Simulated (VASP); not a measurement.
Crystal: PbSe.

```
CELL_PARAMETERS angstrom
0.00000 2.82501 2.82501
2.82501 0.00000 2.82501
2.82501 2.82501 0.00000
ATOMIC_POSITIONS crystal
Pb 0.00000 0.00000 0.00000
Se 0.50000 0.50000 0.50000
```

| Item | Value |
| --- | --- |
| Program | VASP 6.6.1 |
| Task | relaxation of cell and atoms |
| Functional | PBE |
| Potentials or basis | VASP PAW PBE potentials, release 64 (Pb_d, Se) |
| Cutoff | 600 eV |
| k mesh | 8 × 8 × 8 |
| Occupations | fermi-dirac, width 0.02 eV |
| Spin | no spin polarisation |

At the start: pressure 25.0 GPa; volume 22.55 Å³/atom.

Problem. Where does the relaxation end?

Solution. Over 5 steps the energy falls by 450.7 meV/atom and the volume is 30.02 Å³/atom (+33.2 %); space group Fm-3m (No. 225, to 0.05 Å).

Step by step:
```tsv
step	energy change (eV)	largest force (eV/Å)	pressure (GPa)	volume (Å³)
1	0.0000	0.0000	25.00	45.09
2	-0.6481	0.0000	-5.66	72.17
3	-0.9013	0.0000	0.10	59.95
4	-0.9013	0.0000	-0.15	60.27
5	-0.9014	0.0000	0.02	60.04
```

Final structure:
```
CELL_PARAMETERS angstrom
0.00000 3.10796 3.10796
3.10796 0.00000 3.10796
3.10796 3.10796 0.00000
ATOMIC_POSITIONS crystal
Pb 0.00000 0.00000 0.00000
Se 0.50000 0.50000 0.50000
```

Caveat: the volume moved by over 15 % at a fixed basis, so the end points are rough.
